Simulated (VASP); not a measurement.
Si11Au3:

```
CELL_PARAMETERS angstrom
6.35149 3.69148 0.00000
6.35149 -3.69148 0.00000
3.11677 0.00000 -5.66002
ATOMIC_POSITIONS crystal
Si 0.73360 0.22780 0.53040
Si 0.22780 0.73360 0.53040
Si 0.39060 0.94460 0.27180
Si 0.94460 0.39060 0.27180
Si 0.18880 0.18880 0.04520
Si 0.64600 0.19260 0.26730
Si 0.19260 0.64600 0.26730
Si 0.38670 0.08590 0.50740
Si 0.08590 0.38670 0.50740
Si 0.50850 0.50850 0.05100
Si 0.91850 0.91850 0.72330
Au 0.70960 0.70960 0.02270
Au 0.41080 0.41080 0.80440
Au 0.00000 0.00000 0.00000
```

```yaml
Program: VASP 6.6.1
Task: relaxation of the atoms
Functional: PBE
Potentials_or_basis: VASP PAW PBE potentials, release 64 (Si, Au)
Cutoff: 520 eV
k_mesh: 3 × 3 × 4
Occupations: fermi-dirac, width 0.1 eV
Spin: no spin polarisation
```

At the start: pressure 17.1 GPa; volume 18.96 Å³/atom.

Q: Where does the relaxation end?

A: Over 41 steps the energy falls by 389.3 meV/atom at a fixed cell; space group Cm (No. 8, to 0.1 Å) before and after.

Step by step:
```
step  energy change (eV)  largest force (eV/Å)  pressure (GPa)
   1              0.0000                3.7527           17.09
   3             -2.8528                1.2271            9.79
   5             -3.3095                0.7807            7.31
   7             -3.5201                0.8322            6.02
   9             -3.8389                1.2828            4.42
  11             -4.0352                1.1803            3.44
  13             -4.3058                0.4372            2.66
  15             -4.3593                0.5149            2.48
  17             -4.4429                0.4837            2.23
  19             -4.7045                0.8036            1.05
  21             -4.7458                1.0125            0.48
  23             -4.9023                0.9203           -1.25
  25             -5.1234                0.4367           -1.74
  27             -5.1433                0.4755           -1.78
  29             -5.3457                0.4732           -1.52
  31             -5.3966                0.2710           -1.37
  33             -5.4221                0.2036           -1.39
  35             -5.4400                0.1160           -1.38
  37             -5.4465                0.0824           -1.35
  39             -5.4493                0.0430           -1.27
  41             -5.4500                0.0223           -1.21
```

Final structure:
```
Si Au
1.0
     6.35149    3.69148    0.00000
     6.35149   -3.69148    0.00000
     3.11677    0.00000   -5.66002
Si Au
11 3
Direct
  0.74030 0.24282 0.48521
  0.24282 0.74030 0.48521
  0.50875 0.89478 0.23456
  0.89478 0.50875 0.23456
  0.18290 0.18290 0.12071
  0.64910 0.12923 0.24840
  0.12923 0.64910 0.24840
  0.42498 0.03711 0.68885
  0.03711 0.42498 0.68885
  0.48213 0.48213 0.01460
  0.92619 0.92619 0.73461
  0.70314 0.70314 0.89878
  0.38700 0.38700 0.75787
  0.03556 0.03556 0.95980
```

Caveat: an odd number of electrons without spin polarisation forces a metal; a magnetic or distorted state may lie lower.
